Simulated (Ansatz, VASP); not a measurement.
# CuNi5: VASP beside Ansatz

INCAR

```
PREC = Accurate ; ENCUT = 520
EDIFF = 1E-6 ; ISMEAR = 0
SIGMA = 0.1 ; LREAL = F
LASPH = T ; NELM = 150
ALGO = Normal ; ISIF = 2
LWAVE = F ; LCHARG = F
ISPIN = 2 ; MAGMOM = 0 0.67 0.67 0.67 0.67 0.67
LORBIT = 11 ; LMAXMIX = 4
GGA = PE ; NBANDS = 44
```

KPOINTS

```
Automatic mesh
0
Gamma
  6 6 2
```

The input POSCAR:

```
CuNi5
1.0
    2.4987442000      0.0000000000      0.0000000000
    0.0000000000      2.4987442000      0.0000000000
    0.0000000000      0.0000000000     10.6177009000
Cu Ni
1 5
Direct
    0.5000000000      0.5000000000      0.5000000000
    0.0000000000      0.0000000000      0.6720450000
    0.5000000000      0.5000000000      0.8349710000
    0.0000000000      0.0000000000      0.0000000000
    0.5000000000      0.5000000000      0.1650290000
    0.0000000000      0.0000000000      0.3279550000
```

Input for Ansatz:

```yaml
crystal:
  lattice:
    - [2.4987442, 0.0, 0.0]
    - [0.0, 2.4987442, 0.0]
    - [0.0, 0.0, 10.6177009]
  atoms:
    - { symbol: Cu, position: [0.5, 0.5, 0.5] }
    - { symbol: Ni, position: [0.0, 0.0, 0.672045], spin: 0.67 }
    - { symbol: Ni, position: [0.5, 0.5, 0.834971], spin: 0.67 }
    - { symbol: Ni, position: [0.0, 0.0, 0.0], spin: 0.67 }
    - { symbol: Ni, position: [0.5, 0.5, 0.165029], spin: 0.67 }
    - { symbol: Ni, position: [0.0, 0.0, 0.327955], spin: 0.67 }
basis:
  ecutwfc: 420
kpoints:
  mp_grid: { grid: [6, 6, 2] }
hamiltonian:
  xc: pbe
scf:
  occupations: { method: gaussian, width: 0.1 }
  lower_state_search: "off"
output:
  forces: true
  stress: true
  eigenvalues: true
  populations: true
magnetization:
  spin_polarized: true
```

Alike in both runs: task single point; functional PBE; k mesh 6 × 6 × 2; occupations gaussian, width 0.1 eV; collinear spin.

|  | VASP | Ansatz |
| --- | --- | --- |
| version | VASP 6.6.1 | Ansatz 0.2.0 |
| potentials or method | VASP PAW PBE potentials, release 64 (Cu, Ni), cutoff 520 eV | scalar-relativistic, plane waves, PAW |
| valence electrons in the cell | 61 | 109 |

Ansatz gave:

| Property | Result |
| --- | --- |
| gap on the k mesh at the Fermi level (eV) | none |
| pressure (GPa) | -0.1 |
| traceless stress, the component that is largest in VASP (GPa) | -0.46 |
| rms of the force components (eV/Å) | 0.006 |
| net moment per atom (μB) | 0.53 |
| size of the moment on the site where the two differ most (μB) | 0.73 |

Problem. What did VASP give for the same quantities?

Solution. gap on the k mesh at the Fermi level (eV): none; pressure (GPa): 0.0; traceless stress, the component that is largest in VASP (GPa): -0.42; rms of the force components (eV/Å): 0.011; net moment per atom (μB): 0.52; size of the moment on the site where the two differ most (μB): 0.70.

Site moments also hang on the region over which each program counts them. Atom by atom the forces differ by 0.005 eV/Å (rms over components). A gap of «none» marks a metal or a gap that the smearing closes. With one functional, cell and mesh, what is left measures potentials, basis and numerics. VASP's potentials hold 61 valence electrons a cell and Ansatz's 109, so a difference there can come from the potentials and not from the codes.

The k mesh is coarse, so the values compare programs but aren't converged.
